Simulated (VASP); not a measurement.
# PbSe (Pm-3m) in VASP: settings compared

The runs below take PbSe through single point, with PBEsol, r2SCAN.

All numbers are computed with VASP 6.6.1; they aren't measurements. Logs are shortened: lines on timing, memory, paths and dates and some standing lists are left out, and cuts for length are marked.

## Step 1: The cell of the first run

The structure is cubic, space group Pm-3m (No. 221). Conventional cell: a = 3.682 Å, b = 3.682 Å, c = 3.682 Å, α = 90.00°, β = 90.00°, γ = 90.00°. Pb (site symmetry m-3m) has 8 Se at 3.19 Å and 6 Pb at 3.68 Å within 4.2 Å. Within 4.2 Å of Se (site symmetry m-3m) lie 8 Pb at 3.19 Å and 6 Se at 3.68 Å.

## Step 2: Single point, PBEsol (strained)

Input file INCAR:

```
ALGO = Normal ; EDIFF = 1E-6
ENCUT = 520 ; GGA = PS
ISIF = 2 ; ISMEAR = 0
LASPH = True ; LCHARG = False
LREAL = False ; LWAVE = False
NBANDS = 17 ; NELM = 80
PREC = Accurate ; SIGMA = 0.1
```

Input file KPOINTS:

```
k-points
0
Gamma
  12 12 12
```

Input file POSCAR:

```
PbSe
1.0
    3.6824102085      0.0000000000      0.0000000000
    0.0000000000      3.6824102085      0.0000000000
    0.0000000000      0.0000000000      3.6824102085
Pb Se
1 1
Direct
    0.0000000000      0.0000000000      0.0000000000
    0.5000000000      0.5000000000      0.5000000000
```

Potentials or basis: VASP PAW PBE potentials, release 64 (Pb_d, Se).

Command:

```bash
cat potpaw_PBE.64/Pb_d/POTCAR potpaw_PBE.64/Se/POTCAR > POTCAR
mpirun -np 1 vasp_std > vasp.out
```

OUTCAR:

```text
EDIFF = 1E-6
   ENCUT = 520
   GGA = PS
   ISIF = 2
   ISMEAR = 0
   LASPH = True
   LREAL = False
   NELM = 80
   PREC = Accurate

 ion  position               nearest neighbor table
   1  0.000  0.000  0.000-   2 3.19   2 3.19   2 3.19   2 3.19   2 3.19   2 3.19   2 3.19   2 3.19

   2  0.500  0.500  0.500-   1 3.19   1 3.19   1 3.19   1 3.19   1 3.19   1 3.19   1 3.19   1 3.19

  LATTYP: Found a simple cubic cell.
 ALAT       =     3.6824102085

  Lattice vectors:

 A1 = (   3.6824102085,   0.0000000000,   0.0000000000)
 A2 = (   0.0000000000,   3.6824102085,   0.0000000000)
 A3 = (   0.0000000000,   0.0000000000,   3.6824102085)

Analysis of symmetry for initial positions (statically):
=====================================================================
 Subroutine PRICEL returns:
 Original cell was already a primitive cell.

 Routine SETGRP: Setting up the symmetry group for a
 simple cubic supercell.

 Subroutine GETGRP returns: Found 48 space group operations
 (whereof 48 operations were pure point group operations)
 out of a pool of 48 trial point group operations.

The static configuration has the point symmetry O_h .

Analysis of symmetry for dynamics (positions and initial velocities):
=====================================================================
 Subroutine PRICEL returns:
 Original cell was already a primitive cell.

 Routine SETGRP: Setting up the symmetry group for a
 simple cubic supercell.

 Subroutine GETGRP returns: Found 48 space group operations
 (whereof 48 operations were pure point group operations)
 out of a pool of 48 trial point group operations.

The dynamic configuration has the point symmetry O_h .

 Subroutine INISYM returns: Found 48 space group operations
 (whereof 48 operations are pure point group operations),
 and found     1 'primitive' translations

----------------------------------------------------------------------------------------

                                     Primitive cell

  volume of cell :      49.9340

  direct lattice vectors                    reciprocal lattice vectors
     3.682410208  0.000000000  0.000000000     0.271561272  0.000000000  0.000000000
     0.000000000  3.682410208  0.000000000     0.000000000  0.271561272  0.000000000
     0.000000000  0.000000000  3.682410208     0.000000000  0.000000000  0.271561272

  length of vectors
     3.682410208  3.682410208  3.682410208     0.271561272  0.271561272  0.271561272

  position of ions in fractional coordinates (direct lattice)
     0.000000000  0.000000000  0.000000000
     0.500000000  0.500000000  0.500000000

  ion indices of the primitive-cell ions
   primitive index   ion index
                 1           1
                 2           2

----------------------------------------------------------------------------------------

 KPOINTS: k-points

Automatic generation of k-mesh.
 Grid dimensions read from file:
 generate k-points for:   12   12   12

 Generating k-lattice:

  Cartesian coordinates                     Fractional coordinates (reciprocal lattice)
     0.022630106  0.000000000  0.000000000     0.083333333  0.000000000  0.000000000
     0.000000000  0.022630106  0.000000000     0.000000000  0.083333333  0.000000000
     0.000000000  0.000000000  0.022630106     0.000000000  0.000000000  0.083333333

  Length of vectors
     0.022630106  0.022630106  0.022630106

  Shift w.r.t. Gamma in fractional coordinates (k-lattice)
     0.000000000  0.000000000  0.000000000

 Subroutine IBZKPT returns following result:
 ===========================================

 Found     84 irreducible k-points:

 Following reciprocal coordinates:
            Coordinates               Weight
  0.000000  0.000000  0.000000      1.000000
  0.083333  0.000000  0.000000      6.000000
  0.166667  0.000000  0.000000      6.000000
  0.250000  0.000000  0.000000      6.000000
  0.333333  0.000000  0.000000      6.000000
  0.416667  0.000000  0.000000      6.000000
[... 16 lines left out ...]
  0.333333  0.333333  0.000000     12.000000
  0.416667  0.333333  0.000000     24.000000
 [... further k-points ...]
   k-points           NKPTS =     84   k-points in BZ     NKDIM =     84   number of bands    NBANDS=     17
   number of dos      NEDOS =    301   number of ions     NIONS =      2
   total plane-waves  NPLWV =  21952
   dimension x,y,z NGX =    28 NGY =   28 NGZ =   28
   dimension x,y,z NGXF=    56 NGYF=   56 NGZF=   56
   ions per type =               1   1
   NGX,Y,Z   is equivalent  to a cutoff of  12.64, 12.64, 12.64 a.u.
   NGXF,Y,Z  is equivalent  to a cutoff of  25.28, 25.28, 25.28 a.u.
 SYSTEM =  unknown system
   PREC   = accura    normal or accurate (medium, high low for compatibility)
   ISTART =      0    job   : 0-new  1-cont  2-samecut
   ICHARG =      2    charge: 1-file 2-atom 10-const
   ISPIN  =      1    spin polarized calculation?
   LNONCOLLINEAR =      F non collinear calculations
   LSORBIT =      F    spin-orbit coupling
   LASPH  =      T    aspherical Exc in radial PAW
   ENCUT  =  520.0 eV  38.22 Ry    6.18 a.u.   6.85  6.85  6.85*2*pi/ulx,y,z
   NELM   =     80;   NELMIN=  2; NELMDL= -5     # of ELM steps
   EDIFF  = 0.1E-05   stopping-criterion for ELM
   LREAL  =      F    real-space projection
   EDIFFG = 0.1E-04   stopping-criterion for IOM
   NSW    =      0    number of steps for IOM
   IBRION =     -1    ionic relax: 0-MD 1-quasi-New 2-CG
   NFREE  =      0    steps in history (QN), initial steepest desc. (CG)
   ISIF   =      2    stress and relaxation
   ISYM   =      2    0-nonsym 1-usesym 2-fastsym
   POTIM  = 0.5000    time-step for ionic-motion
   TEBEG  =    0.0;   TEEND  =   0.0 temperature during run
   PSTRESS=    0.0 pullay stress
   NELECT =      20.0000    total number of electrons
   NUPDOWN=      -1.0000    fix difference up-down
   EMIN   =  10.00;   EMAX   =-10.00  energy-range for DOS
   EFERMI =   0.00;   METHOD = LEGACY
   ISMEAR =     0;   SIGMA  =   0.10  broadening in eV -4-tet -1-fermi 0-gaus
   EFERMI_NEDOS =   21; number of points for ismear=-14 and -15
   IALGO  =     38    algorithm
   IMIX   =      4    mixing-type and parameters
     AMIX     =   0.40;   BMIX     =  1.00
     AMIX_MAG =   1.60;   BMIX_MAG =  1.00
  volume/ion in A,a.u.               =      24.97       168.49
  Fermi-wavevector in a.u.,A,eV,Ry     =   1.206756  2.280437 19.813608  1.456259
  Thomas-Fermi vector in A             =   2.342413
   LORBIT       =      0    0 simple, 1 ext, 2 COOP (PROOUT), +10 PAW based schemes
   GGA     = PS    functional components
   LHFCALC =     F    Hartree Fock is set to
   AEXX    =    0.0000 exact exchange contribution
   IVDW    =     0    specifies the selected vdW correction
   LEPSILON=     F    determine dielectric tensor
   LRPA    =     F    only Hartree local field effects (RPA)
 non-spin polarized calculation
 Gauss-broadening in eV      SIGMA  =   0.10
  energy-cutoff  :      520.00
  volume of cell :       49.93
 maximum number of plane-waves:      1376
 NGX is ok and might be reduce to    28
   NGX = 13   NGY = 13   NGZ = 13

 number of electron      19.9999995 magnetization

 Free energy of the ion-electron system (eV)
  ---------------------------------------------------
  ext. energy  EPLUGINS =         0.00000000
  ---------------------------------------------------
  free energy    TOTEN  =        -8.50783971 eV

  energy without entropy =       -8.50294697  energy(sigma->0) =       -8.50539334

 E-fermi :   6.0669     XC(G=0): -10.5112

 val. band max:        6.0596475487   @ k =   0.3333   0.0833   0.0833
 cond. band min:       6.0710903477   @ k =   0.5000   0.4167   0.4167
 fundamental gap:      0.0114427990
 Fermi energy:         6.0669187419

 k-point     1 :       0.0000    0.0000    0.0000
  band No.  band energies     occupation
      1     -10.7531      2.00000
      2     -10.7531      2.00000
      3     -10.5592      2.00000
      4     -10.5592      2.00000
      5     -10.5592      2.00000
      6      -7.6966      2.00000
[... 9 lines left out ...]
     16      18.4278      0.00000
     17      19.2530      0.00000

 k-point     2 :       0.0833    0.0000    0.0000
  band No.  band energies     occupation
      1     -10.7525      2.00000
      2     -10.7429      2.00000
      3     -10.5632      2.00000
      4     -10.5632      2.00000
      5     -10.5588      2.00000
      6      -7.6378      2.00000
[... 9 lines left out ...]
     16      18.7903      0.00000
     17      18.8020      0.00000

 k-point     3 :       0.1667    0.0000    0.0000
  band No.  band energies     occupation
      1     -10.7506      2.00000
      2     -10.7151      2.00000
      3     -10.5741      2.00000
      4     -10.5741      2.00000
      5     -10.5578      2.00000
      6      -7.4658      2.00000
[... 9 lines left out ...]
     16      17.7859      0.00000
     17      18.5298      0.00000

 k-point     4 :       0.2500    0.0000    0.0000
  band No.  band energies     occupation
      1     -10.7481      2.00000
      2     -10.6774      2.00000
      3     -10.5889      2.00000
      4     -10.5889      2.00000
      5     -10.5565      2.00000
      6      -7.1967      2.00000
[... 9 lines left out ...]
     16      16.6175      0.00000
     17      18.6703      0.00000

 k-point     5 :       0.3333    0.0000    0.0000
  band No.  band energies     occupation
      1     -10.7456      2.00000
      2     -10.6399      2.00000
      3     -10.6037      2.00000
      4     -10.6037      2.00000
      5     -10.5552      2.00000
      6      -6.8689      2.00000
[... 9 lines left out ...]
     16      16.2736      0.00000
     17      19.1328      0.00000

 k-point     6 :       0.4167    0.0000    0.0000
  band No.  band energies     occupation
      1     -10.7438      2.00000
      2     -10.6145      2.00000
      3     -10.6145      2.00000
      4     -10.6126      2.00000
      5     -10.5542      2.00000
      6      -6.5664      2.00000
[... 9 lines left out ...]
     16      18.2612      0.00000
     17      19.2977      0.00000

 k-point     7 :       0.5000    0.0000    0.0000
  band No.  band energies     occupation
      1     -10.7431      2.00000
      2     -10.6184      2.00000
      3     -10.6184      2.00000
      4     -10.6026      2.00000
      5     -10.5538      2.00000
      6      -6.4339      2.00000
[... 9 lines left out ...]
     16      19.2987      0.00000
     17      20.0538      0.00000

 k-point     8 :       0.0833    0.0833    0.0000
  band No.  band energies     occupation
      1     -10.7471      2.00000
      2     -10.7374      2.00000
      3     -10.5676      2.00000
      4     -10.5633      2.00000
      5     -10.5623      2.00000
      6      -7.5790      2.00000
[... 9 lines left out ...]
     16      17.9664      0.00000
     17      18.2324      0.00000
[... 203 lines left out ...]
      1     -10.7098      2.00000
      2     -10.6405      2.00000
      3     -10.6315      2.00000
      4     -10.5864      2.00000
      5     -10.5825      2.00000
      6      -6.7193      2.00000
[... 9 lines left out ...]
     16      15.7997      0.00000
     17      16.3715      0.00000

 k-point    20 :       0.3333    0.2500    0.0000
  band No.  band energies     occupation
      1     -10.7018      2.00000
      2     -10.6652      2.00000
      3     -10.5986      2.00000
      4     -10.5977      2.00000
      5     -10.5821      2.00000
      6      -6.4213      2.00000
[... 9 lines left out ...]
     16      16.2252      0.00000
     17      17.0436      0.00000

 k-point    21 :       0.4167    0.2500    0.0000
  band No.  band energies     occupation
      1     -10.6976      2.00000
      2     -10.6828      2.00000
      3     -10.6085      2.00000
      4     -10.5806      2.00000
      5     -10.5712      2.00000
      6      -6.1600      2.00000
[... 9 lines left out ...]
     16      16.4038      0.00000
     17      17.9216      0.00000

 k-point    22 :       0.5000    0.2500    0.0000
  band No.  band energies     occupation
      1     -10.6962      2.00000
      2     -10.6893      2.00000
      3     -10.6122      2.00000
      4     -10.5800      2.00000
      5     -10.5614      2.00000
      6      -6.0509      2.00000
[... 9 lines left out ...]
     16      16.7142      0.00000
     17      17.6722      0.00000

 k-point    23 :       0.3333    0.3333    0.0000
  band No.  band energies     occupation
      1     -10.6953      2.00000
      2     -10.6887      2.00000
      3     -10.5971      2.00000
      4     -10.5942      2.00000
      5     -10.5670      2.00000
      6      -6.1531      2.00000
[... 9 lines left out ...]
     16      16.0071      0.00000
     17      17.8390      0.00000

 k-point    24 :       0.4167    0.3333    0.0000
  band No.  band energies     occupation
      1     -10.7154      2.00000
      2     -10.6830      2.00000
      3     -10.6056      2.00000
      4     -10.5937      2.00000
      5     -10.5420      2.00000
      6      -5.9273      2.00000
[... 9 lines left out ...]
     16      16.0603      0.00000
     17      17.0184      0.00000

 [... further k-points ...]

------------------------ aborting loop because EDIFF is reached ----------------------------------------

  FORCE on cell =-STRESS in cart. coord.  units (eV):
  Direction    XX          YY          ZZ          XY          YZ          ZX
  --------------------------------------------------------------------------------------
  -------------------------------------------------------------------------------------
  Total        0.2912837      0.2912837      0.2912837     -0.0000000     -0.0000000     -0.0000000
  in kB        9.3460964      9.3460964      9.3460964     -0.0000000     -0.0000000     -0.0000000
  external PRESSURE =       9.3460964 kB  Pullay stress =       0.0000000 kB

 VOLUME and BASIS-vectors are now :
 -----------------------------------------------------------------------------
  energy-cutoff  :      520.00
  volume of cell :       49.93
      direct lattice vectors                 reciprocal lattice vectors
     3.682410208  0.000000000  0.000000000     0.271561272  0.000000000  0.000000000
     0.000000000  3.682410208  0.000000000     0.000000000  0.271561272  0.000000000
     0.000000000  0.000000000  3.682410208     0.000000000  0.000000000  0.271561272

 POSITION                                       TOTAL-FORCE (eV/Angst)
 -----------------------------------------------------------------------------------
      0.00000      0.00000      0.00000         0.000000      0.000000      0.000000
      1.84121      1.84121      1.84121         0.000000      0.000000      0.000000
 -----------------------------------------------------------------------------------
    total drift:                                0.000000      0.000000      0.000000

  FREE ENERGIE OF THE ION-ELECTRON SYSTEM (eV)
  ---------------------------------------------------
  free  energy   TOTEN  =        -8.5078397067 eV

  energy  without entropy=       -8.5029469687  energy(sigma->0) =       -8.50539334
```

It took 99 s on 1 thread of AMD EPYC 7R13, shared host; peak memory 0.18 GiB.

Results:

```
Free energy            : -8.5078 eV
Pressure               : 0.9 GPa
Band gap on the k mesh : zero (bands 10 and 11 overlap by 1.11 eV)
```

Caveat: the cell differs from its parent crystal (strained); the PAW data sets were made with another functional, which shifts forces and pressure a little; spin-orbit coupling is left out, which moves the levels of the heavy elements.

## Step 3: Single point, PBEsol (strained)

Input file INCAR:

```
SYSTEM = PbSe
ALGO     = Normal         ! electronic algorithm
EDIFF    = 1E-6           ! SCF threshold, eV
ENCUT    = 520            ! plane-wave cutoff, eV
GGA      = PS             ! functional
ISIF     = 2              ! what is computed and relaxed
ISMEAR   = 0              ! smearing method
LASPH    = .TRUE.         ! aspherical terms in the spheres
LCHARG   = .TRUE.         ! write CHGCAR
LELF     = .TRUE.         ! ELF
LREAL    = .FALSE.        ! projectors in reciprocal space
LVHAR    = .TRUE.       
LWAVE    = .FALSE.        ! write WAVECAR
NBANDS   = 17             ! bands
NELM     = 80             ! most SCF steps
PREC     = Accurate       ! precision mode
SIGMA    = 0.1            ! smearing width, eV
```

Input file KPOINTS:

```
k-points
0
G
  12 12 12
  0 0 0
```

Input file POSCAR:

```
PbSe
1.0
    3.8689772831      0.0000000000      0.0000000000
    0.0000000000      3.8689772831      0.0000000000
    0.0000000000      0.0000000000      3.8689772831
Pb Se
1 1
Direct
    0.0000000000      0.0000000000      0.0000000000
    0.5000000000      0.5000000000      0.5000000000
```

Potentials or basis: VASP PAW PBE potentials, release 64 (Pb_d, Se).

Command:

```bash
cat potpaw_PBE.64/Pb_d/POTCAR potpaw_PBE.64/Se/POTCAR > POTCAR
mpirun -np 1 vasp_std > vasp.out
```

It took 91 s on 1 thread of AMD EPYC 7R13, shared host; peak memory 0.2 GiB.

The run converged. Its results:

- Free energy: -8.3753 eV
- Pressure: -5.5 GPa
- Band gap on the k mesh: zero (bands 10 and 11 overlap by 0.55 eV)

Levels at points of the mesh, in eV from the Fermi level:
```csv
k point,band 7,band 8,band 9,band 10,band 11,band 12,band 13,band 14
"(0.00, 0.00, 0.00)",-7.24,-1.34,-1.34,-1.34,5.11,5.11,5.58,5.58
"(0.50, 0.00, 0.00)",-8.76,-0.41,-0.22,-0.22,-0.01,3.24,3.24,6.55
"(0.50, 0.50, 0.00)",-7.49,-4.00,-4.00,0.04,3.84,3.84,4.62,6.56
"(0.50, 0.50, 0.50)",-6.59,-2.12,-2.12,-2.12,-0.49,-0.49,-0.49,13.02
```

Caveat: the cell differs from its parent crystal (strained); the cell stands under tension; semilocal functionals underestimate gaps, and a narrow one can read as zero; the PAW data sets were made with another functional, which shifts forces and pressure a little; spin-orbit coupling is left out, which moves the levels of the heavy elements.

(Continued in part 2 of 2.)

The gap in the log of VASP goes by the Fermi energy; the results here count the filled bands.